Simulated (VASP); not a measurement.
Set up this calculation in VASP 6.6.1, as the native input.

```yaml
Task: electric field gradients
Functional: PBEsol
Potentials_or_basis: VASP PAW PBE potentials, release 64 (Hg_sv_GW)
Cutoff: 410 eV
k_mesh: 8 × 8 × 9
Occupations: fermi-dirac, width 0.05 eV
Spin: no spin polarisation
Dipole_correction: no
Further_INCAR_settings: ALGO = Normal; EDIFF = 1e-08; NBANDS = 37
```

The structure of Hg lies in POSCAR:

```
Hg
1.0
    4.5997457407      0.0000000000      0.0000000000
   -2.2998728704      3.9834966624      0.0000000000
    0.0000000000      0.0000000000      3.9209268928
Hg
3
Direct
    0.3333333333      0.6666666667      0.5000000000
    0.0000000000      0.0000000000      0.0000000000
    0.6666666667      0.3333333333      0.5000000000
```

The input as run:

INCAR

```
PREC = Accurate
ENCUT = 410
EDIFF = 1E-8
ISMEAR = -1
SIGMA = 0.05
LREAL = False
LASPH = True
NELM = 120
ALGO = Normal
ISIF = 2
LWAVE = False
LCHARG = False
GGA = PS
LEFG = True
NBANDS = 37
GGA_COMPAT = False
```

KPOINTS

```
regular mesh
0
Gamma
  8 8 9
```

Potentials or basis: VASP PAW PBE potentials, release 64 (Hg_sv_GW).

The run is started by

```bash
$ cat potpaw_PBE.64/Hg_sv_GW/POTCAR > POTCAR
$ mpirun -np 1 vasp_std > vasp.out
```

Results of the run:

The pressure is 2.4 GPa. The band gap on the k mesh is zero (bands 30 and 31 overlap by 4.71 eV) and the largest electric field gradient by atom is Hg +269.3, +29.3 (each value once) V/Å².

Caveat: without QUAD_EFG the Cq values of the log hold for a quadrupole moment of 1 mb, not for the nuclei; the PAW data sets were made with another functional, which shifts forces and pressure a little; spin-orbit coupling is left out, which moves the levels of the heavy elements.

Wall time 77 s on 1 thread of Intel(R) Xeon(R) Platinum 8488C (Sapphire Rapids), with other jobs on the host, peak memory 0.22 GiB.
